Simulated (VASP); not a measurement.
Wanted: the native input for a VASP 6.6.1 run.

```yaml
Task: single point
Functional: PBE
Potentials_or_basis: VASP PAW PBE potentials, release 64 (Li_sv, Be, S)
Cutoff: 520 eV
k_mesh: 6 × 6 × 4
Occupations: gaussian, width 0.02 eV
Spin: no spin polarisation
Dipole_correction: no
Further_INCAR_settings: ALGO = Normal; EDIFF = 1e-06; NBANDS = 18
```

The structure of Li2BeS2 lies in POSCAR:

```
Li2BeS2
1.0
    3.7527705138      0.0000000000      0.0000000000
   -1.8763852569      3.2499945995      0.0000000000
    0.0000000000      0.0000000000      6.7566107079
Li Be S
2 1 2
Direct
    0.0000000000      0.0000000000      0.4079987756
    0.3333333333      0.6666666667      0.8049557441
    0.3333333333      0.6666666667      0.1747441910
    0.0000000000      0.0000000000      0.0406219933
    0.3333333333      0.6666666667      0.4686302660
```

One way to write it, as run:

INCAR

```
SYSTEM = Li2BeS2
  PREC = Accurate
  ENCUT = 520
  EDIFF = 1E-6
  ISMEAR = 0
  SIGMA = 0.02
  LREAL = .False.
  LASPH = .True.
  NELM = 80
  ALGO = Normal
  ISIF = 2
  LWAVE = .False.
  LCHARG = .False.
  GGA = PE
  NBANDS = 18
```

KPOINTS

```
regular mesh
0
Gamma
  6 6 4
  0 0 0
```

Potentials or basis: VASP PAW PBE potentials, release 64 (Li_sv, Be, S).

The run is started by

```bash
$ cat potpaw_PBE.64/Li_sv/POTCAR potpaw_PBE.64/Be/POTCAR potpaw_PBE.64/S/POTCAR > POTCAR
$ mpirun -np 1 vasp_std > vasp.out
```

Results of the run:

```yaml
Largest_force: 0.014 eV/Å
Band_gap_on_the_k_mesh: 2.77 eV, direct
```

It took 16 s on 1 thread of Intel(R) Xeon(R) 6975P-C (Granite Rapids), with other jobs on the host, peak memory 0.19 GiB.
